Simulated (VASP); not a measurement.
# Tc (P6_3/mmc) in VASP: further runs

The runs below take Tc through single point, with LDA, r2SCAN.

All numbers are computed with VASP 6.6.1; they aren't measurements. Logs are shortened: lines on timing, memory, paths and dates and some standing lists are left out, and cuts for length are marked.

## Step 1: The cell of the first run

Symmetry: P6_3/mmc, No. 194, hexagonal system. The conventional cell has a = 2.740 Å, b = 2.740 Å, c = 4.398 Å, α = 90.00°, β = 90.00°, γ = 120.00°. Within 3.6 Å of Tc (site symmetry -6m2) lie 12 Tc at 2.71 to 2.74 Å.

## Step 2: Single point, LDA

File INCAR:

```
PREC = Accurate ; ENCUT = 520
EDIFF = 1E-6 ; ISMEAR = 0
SIGMA = 0.05 ; LREAL = False
LASPH = True ; NELM = 100
ALGO = Normal ; ISIF = 2
LWAVE = False ; LCHARG = False
GGA = CA ; NBANDS = 20
```

File KPOINTS:

```
regular mesh
0
Gamma
  11 11 6
```

File POSCAR:

```
Tc
1.0
    2.7400000000      0.0000000000      0.0000000000
   -1.3700000000      2.3729096064      0.0000000000
    0.0000000000      0.0000000000      4.3980000000
Tc
2
Direct
    0.6666666667      0.3333333333      0.7500000000
    0.3333333333      0.6666666667      0.2500000000
```

Potentials or basis: VASP PAW LDA potentials, release 64 (Tc_pv).

Started as:

```bash
$ cat potpaw_LDA.64/Tc_pv/POTCAR > POTCAR
$ mpirun -np 1 vasp_std > vasp.out
```

OUTCAR:

```text
PREC = Accurate
   ENCUT = 520
   EDIFF = 1E-6
   ISMEAR = 0
   LREAL = False
   LASPH = True
   NELM = 100
   ISIF = 2
   GGA = CA

 ion  position               nearest neighbor table
   1  0.667  0.333  0.750-   2 2.71   2 2.71   2 2.71   2 2.71   2 2.71   2 2.71
   2  0.333  0.667  0.250-   1 2.71   1 2.71   1 2.71   1 2.71   1 2.71   1 2.71

  LATTYP: Found a hexagonal cell.
 ALAT       =     2.7400000000
 C/A-ratio  =     1.6051094891

  Lattice vectors:

 A1 = (   2.7400000000,   0.0000000000,   0.0000000000)
 A2 = (  -1.3700000000,   2.3729096064,   0.0000000000)
 A3 = (   0.0000000000,   0.0000000000,   4.3980000000)

Analysis of symmetry for initial positions (statically):
=====================================================================
 Subroutine PRICEL returns:
 Original cell was already a primitive cell.

 Routine SETGRP: Setting up the symmetry group for a
 hexagonal supercell.

 Subroutine GETGRP returns: Found 24 space group operations
 (whereof 12 operations were pure point group operations)
 out of a pool of 24 trial point group operations.

The static configuration has the point symmetry D_3d.
 The point group associated with its full space group is D_6h.

Analysis of symmetry for dynamics (positions and initial velocities):
=====================================================================
 Subroutine PRICEL returns:
 Original cell was already a primitive cell.

 Routine SETGRP: Setting up the symmetry group for a
 hexagonal supercell.

 Subroutine GETGRP returns: Found 24 space group operations
 (whereof 12 operations were pure point group operations)
 out of a pool of 24 trial point group operations.

The dynamic configuration has the point symmetry D_3d.
 The point group associated with its full space group is D_6h.

 Subroutine INISYM returns: Found 24 space group operations
 (whereof 12 operations are pure point group operations),
 and found     1 'primitive' translations

----------------------------------------------------------------------------------------

                                     Primitive cell

  volume of cell :      28.5948

  direct lattice vectors                    reciprocal lattice vectors
     2.740000000  0.000000000  0.000000000     0.364963504  0.210711777  0.000000000
    -1.370000000  2.372909606  0.000000000     0.000000000  0.421423554  0.000000000
[... 75 lines left out ...]
 SYSTEM =  unknown system
   PREC   = accura    normal or accurate (medium, high low for compatibility)
   ISTART =      0    job   : 0-new  1-cont  2-samecut
   ICHARG =      2    charge: 1-file 2-atom 10-const
   ISPIN  =      1    spin polarized calculation?
   LNONCOLLINEAR =      F non collinear calculations
   LSORBIT =      F    spin-orbit coupling
   LASPH  =      T    aspherical Exc in radial PAW
   ENCUT  =  520.0 eV  38.22 Ry    6.18 a.u.   5.09  5.09  8.18*2*pi/ulx,y,z
   NELM   =    100;   NELMIN=  2; NELMDL= -5     # of ELM steps
   EDIFF  = 0.1E-05   stopping-criterion for ELM
   LREAL  =      F    real-space projection
   EDIFFG = 0.1E-04   stopping-criterion for IOM
   NSW    =      0    number of steps for IOM
   IBRION =     -1    ionic relax: 0-MD 1-quasi-New 2-CG
   NFREE  =      0    steps in history (QN), initial steepest desc. (CG)
   ISIF   =      2    stress and relaxation
   ISYM   =      2    0-nonsym 1-usesym 2-fastsym
   POTIM  = 0.5000    time-step for ionic-motion
   TEBEG  =    0.0;   TEEND  =   0.0 temperature during run
   PSTRESS=    0.0 pullay stress
   NELECT =      26.0000    total number of electrons
   NUPDOWN=      -1.0000    fix difference up-down
   EMIN   =  10.00;   EMAX   =-10.00  energy-range for DOS
   EFERMI =   0.00;   METHOD = LEGACY
   ISMEAR =     0;   SIGMA  =   0.05  broadening in eV -4-tet -1-fermi 0-gaus
   EFERMI_NEDOS =   21; number of points for ismear=-14 and -15
   IALGO  =     38    algorithm
   IMIX   =      4    mixing-type and parameters
     AMIX     =   0.40;   BMIX     =  1.00
     AMIX_MAG =   1.60;   BMIX_MAG =  1.00
  volume/ion in A,a.u.               =      14.30        96.48
  Fermi-wavevector in a.u.,A,eV,Ry     =   1.586002  2.997108 34.224109  2.515401
  Thomas-Fermi vector in A             =   2.685380
   LORBIT       =      0    0 simple, 1 ext, 2 COOP (PROOUT), +10 PAW based schemes
   GGA     = CA    functional components
   LHFCALC =     F    Hartree Fock is set to
   AEXX    =    0.0000 exact exchange contribution
   IVDW    =     0    specifies the selected vdW correction
   LEPSILON=     F    determine dielectric tensor
   LRPA    =     F    only Hartree local field effects (RPA)
 non-spin polarized calculation
 Gauss-broadening in eV      SIGMA  =   0.05
  energy-cutoff  :      520.00
  volume of cell :       28.59
 maximum number of plane-waves:       784
   NGX = 11   NGY = 11   NGZ = 17

 number of electron      25.9999998 magnetization

 Free energy of the ion-electron system (eV)
  ---------------------------------------------------
  ext. energy  EPLUGINS =         0.00000000
  ---------------------------------------------------
  free energy    TOTEN  =       -23.43384406 eV

  energy without entropy =      -23.43186309  energy(sigma->0) =      -23.43285358

 E-fermi :  12.5065     XC(G=0): -14.0312

 val. band max:       12.4900279214   @ k =   0.0909   0.0909   0.0000
 cond. band min:      12.5114199912   @ k =   0.3636   0.2727   0.5000
 fundamental gap:      0.0213920698
 Fermi energy:        12.5064892112

 k-point     1 :       0.0000    0.0000    0.0000
  band No.  band energies     occupation
      1     -26.7526      2.00000
      2     -25.6324      2.00000
      3     -25.6324      2.00000
      4     -25.4437      2.00000
      5     -25.4437      2.00000
      6     -25.3983      2.00000
[... 541 lines left out ...]
     19      24.6315      0.00000
     20      28.0952      0.00000

 [... further k-points ...]
[... 5 lines left out ...]
  --------------------------------------------------------------------------------------
  -------------------------------------------------------------------------------------
  Total       -2.1313807     -2.1313807     -2.1022543      0.0000000      0.0000000     -0.0000000
  in kB     -119.4220821   -119.4220821   -117.7901166      0.0000000      0.0000000     -0.0000000
  external PRESSURE =    -118.8780936 kB  Pullay stress =       0.0000000 kB

 VOLUME and BASIS-vectors are now :
 -----------------------------------------------------------------------------
  energy-cutoff  :      520.00
  volume of cell :       28.59
      direct lattice vectors                 reciprocal lattice vectors
     2.740000000  0.000000000  0.000000000     0.364963504  0.210711777  0.000000000
    -1.370000000  2.372909606  0.000000000     0.000000000  0.421423554  0.000000000
     0.000000000  0.000000000  4.398000000     0.000000000  0.000000000  0.227376080

 POSITION                                       TOTAL-FORCE (eV/Angst)
 -----------------------------------------------------------------------------------
      1.37000      0.79097      3.29850        -0.000000      0.000000      0.000000
     -0.00000      1.58194      1.09950         0.000000     -0.000000      0.000000
 -----------------------------------------------------------------------------------
    total drift:                               -0.000000      0.000000     -0.000000

  FREE ENERGIE OF THE ION-ELECTRON SYSTEM (eV)
  ---------------------------------------------------
  free  energy   TOTEN  =       -23.4338440603 eV

  energy  without entropy=      -23.4318630946  energy(sigma->0) =      -23.43285358
```

OSZICAR:

```text
N       E                     dE             d eps       ncg     rms          rms(c)
DAV:   1     0.311817717565E+03    0.31182E+03   -0.16343E+04  2576   0.136E+03
DAV:   2    -0.170380334990E+02   -0.32886E+03   -0.32155E+03  2688   0.412E+02
DAV:   3    -0.249771665876E+02   -0.79391E+01   -0.78812E+01  2944   0.750E+01
DAV:   4    -0.250278754613E+02   -0.50709E-01   -0.50704E-01  2792   0.651E+00
DAV:   5    -0.250283555306E+02   -0.48007E-03   -0.48007E-03  2924   0.620E-01    0.205E+01
DAV:   6    -0.236064550658E+02    0.14219E+01   -0.27286E+00  2788   0.155E+01    0.612E+00
DAV:   7    -0.234471303867E+02    0.15932E+00   -0.38409E-01  2904   0.535E+00    0.883E-01
DAV:   8    -0.234337725886E+02    0.13358E-01   -0.95623E-03  2644   0.992E-01    0.903E-02
DAV:   9    -0.234338302231E+02   -0.57634E-04   -0.14270E-04  2924   0.102E-01    0.352E-02
DAV:  10    -0.234338441500E+02   -0.13927E-04   -0.13203E-05  2820   0.283E-02    0.744E-03
DAV:  11    -0.234338440603E+02    0.89643E-07   -0.76184E-07  1700   0.813E-03
   1 F= -.23433844E+02 E0= -.23432854E+02  d E =-.198097E-02
```

stdout:

```text
POSCAR found type information on POSCAR Tc
 POSCAR found :  1 types and       2 ions
 scaLAPACK will be used
 LDA part: xc-table for (Slater(with rela. corr.)+CA(PZ))
 , standard interpolation
 POSCAR, INCAR and KPOINTS ok, starting setup
 FFT: planning ... GRIDC
 FFT: planning ... GRID_SOFT
 FFT: planning ... GRID
 WAVECAR not read
 entering main loop
```

It took 28 s on 1 thread of Intel Xeon Platinum 8259CL at 2.50GHz (Skylake/Cascade Lake), shared host; peak memory 0.15 GiB.

What came out:

- Free energy: -23.4338 eV
- Pressure: -11.9 GPa
- Band gap on the k mesh: zero (band 13 reaches 13.95 eV, above the bottom of band 14 at 10.82 eV)

Stress tensor (GPa, compression positive):
```
-11.94   0.00   0.00
  0.00 -11.94   0.00
  0.00   0.00 -11.78
```

## Step 3: Single point, r2SCAN

POSCAR is that of step 2.

File INCAR.step1:

```
PREC = Accurate
ENCUT = 520
ISMEAR = -5
SIGMA = 0.05
LREAL = F
LASPH = T
NELM = 60
NBANDS = 20
GGA = PE
ALGO = Normal
EDIFF = 1E-4
LWAVE = T
LCHARG = F
```

File INCAR.step2:

```
PREC = Accurate
ENCUT = 520
EDIFF = 1E-6
ISMEAR = -5
SIGMA = 0.05
LREAL = F
LASPH = T
NELM = 60
ALGO = Normal
ISIF = 2
LWAVE = F
LCHARG = F
METAGGA = R2SCAN
LMIXTAU = T
NBANDS = 20
ISTART = 1
```

KPOINTS is that of step 2.

Potentials or basis: VASP PAW PBE potentials, release 64 (Tc_pv).

Started as:

```bash
$ cat potpaw_PBE.64/Tc_pv/POTCAR > POTCAR
$ cp INCAR.step1 INCAR
$ mpirun -np 1 vasp_std > vasp.out
$ cp INCAR.step2 INCAR
$ mpirun -np 1 vasp_std > vasp.out
```

OUTCAR:

```text
PREC = Accurate
   ENCUT = 520
   EDIFF = 1E-6
   ISMEAR = -5
   LREAL = F
   LASPH = T
   NELM = 60
   ISIF = 2
   METAGGA = R2SCAN
   ISTART = 1

 ion  position               nearest neighbor table
   1  0.667  0.333  0.750-   2 2.71   2 2.71   2 2.71   2 2.71   2 2.71   2 2.71
   2  0.333  0.667  0.250-   1 2.71   1 2.71   1 2.71   1 2.71   1 2.71   1 2.71

  LATTYP: Found a hexagonal cell.
 ALAT       =     2.7400000000
 C/A-ratio  =     1.6051094891

  Lattice vectors:

 A1 = (   2.7400000000,   0.0000000000,   0.0000000000)
 A2 = (  -1.3700000000,   2.3729096064,   0.0000000000)
 A3 = (   0.0000000000,   0.0000000000,   4.3980000000)

Analysis of symmetry for initial positions (statically):
=====================================================================
 Subroutine PRICEL returns:
 Original cell was already a primitive cell.

 Routine SETGRP: Setting up the symmetry group for a
 hexagonal supercell.

 Subroutine GETGRP returns: Found 24 space group operations
 (whereof 12 operations were pure point group operations)
 out of a pool of 24 trial point group operations.

[... 162 lines left out ...]
  free energy    TOTEN  =       -51.93112651 eV

  energy without entropy =      -51.93112651  energy(sigma->0) =      -51.93112651

 E-fermi :  12.5616     XC(G=0): -15.1241

 val. band max:       12.8297241693   @ k =   0.4545   0.0909   0.3333
 cond. band min:      12.3577951096   @ k =   0.1818   0.0000   0.0000
 fundamental gap:     -0.4719290597
 Fermi energy:        12.5615981150

 k-point     1 :       0.0000    0.0000    0.0000
  band No.  band energies     occupation
      1     -28.2045      2.00000
      2     -27.0173      2.00000
      3     -27.0173      2.00000
      4     -26.8182      2.00000
      5     -26.8182      2.00000
      6     -26.7660      2.00000
[... 541 lines left out ...]
     19      25.3142      0.00000
     20      28.8207      0.00000

 [... further k-points ...]

------------------------ aborting loop because EDIFF is reached ----------------------------------------

  FORCE on cell =-STRESS in cart. coord.  units (eV):
  Direction    XX          YY          ZZ          XY          YZ          ZX
  --------------------------------------------------------------------------------------
  -------------------------------------------------------------------------------------
  Total       -0.1799299     -0.1799299     -0.4814298      0.0000000      0.0000000     -0.0000000
  in kB      -10.0815420    -10.0815420    -26.9746960      0.0000000      0.0000000     -0.0000000
  external PRESSURE =     -15.7125933 kB  Pullay stress =       0.0000000 kB

 VOLUME and BASIS-vectors are now :
 -----------------------------------------------------------------------------
  energy-cutoff  :      520.00
  volume of cell :       28.59
      direct lattice vectors                 reciprocal lattice vectors
     2.740000000  0.000000000  0.000000000     0.364963504  0.210711777  0.000000000
    -1.370000000  2.372909606  0.000000000     0.000000000  0.421423554  0.000000000
     0.000000000  0.000000000  4.398000000     0.000000000  0.000000000  0.227376080

 POSITION                                       TOTAL-FORCE (eV/Angst)
 -----------------------------------------------------------------------------------
      1.37000      0.79097      3.29850        -0.000000      0.000000      0.000000
     -0.00000      1.58194      1.09950         0.000000      0.000000      0.000000
 -----------------------------------------------------------------------------------
    total drift:                               -0.000000      0.000000     -0.000000

  FREE ENERGIE OF THE ION-ELECTRON SYSTEM (eV)
  ---------------------------------------------------
  free  energy   TOTEN  =       -51.9311265077 eV

  energy  without entropy=      -51.9311265077  energy(sigma->0) =      -51.93112651
```

OSZICAR.step1:

```text
N       E                     dE             d eps       ncg     rms          rms(c)
DAV:   1     0.315083831519E+03    0.31508E+03   -0.16377E+04  2576   0.136E+03
DAV:   2    -0.142379773143E+02   -0.32932E+03   -0.32213E+03  2688   0.412E+02
DAV:   3    -0.220992202174E+02   -0.78612E+01   -0.78076E+01  2936   0.747E+01
DAV:   4    -0.221489209981E+02   -0.49701E-01   -0.49603E-01  2792   0.644E+00
DAV:   5    -0.221493877249E+02   -0.46673E-03   -0.46566E-03  2932   0.612E-01    0.237E+01
DAV:   6    -0.208523788340E+02    0.12970E+01   -0.24568E+00  2796   0.151E+01    0.730E+00
DAV:   7    -0.207060096383E+02    0.14637E+00   -0.44471E-01  2896   0.579E+00    0.895E-01
DAV:   8    -0.206971278551E+02    0.88818E-02   -0.90211E-03  2640   0.916E-01    0.250E-01
DAV:   9    -0.206972166399E+02   -0.88785E-04   -0.28298E-04  2584   0.159E-01
   1 F= -.20697217E+02 E0= -.20697217E+02  d E =0.000000E+00
```

Wall time 2 min (1 thread of Intel Xeon Platinum 8259CL at 2.50GHz (Skylake/Cascade Lake), shared host); peak memory 0.16 GiB.

Results:

| Item | Value |
| --- | --- |
| Free energy | -51.9311 eV |
| Pressure | -1.6 GPa |
| Band gap on the k mesh | zero (band 13 reaches 14.09 eV, above the bottom of band 14 at 10.84 eV) |

Caveat: the PAW data sets were made with another functional, which shifts forces and pressure a little; tetrahedron occupations give inexact forces and stress in metals.
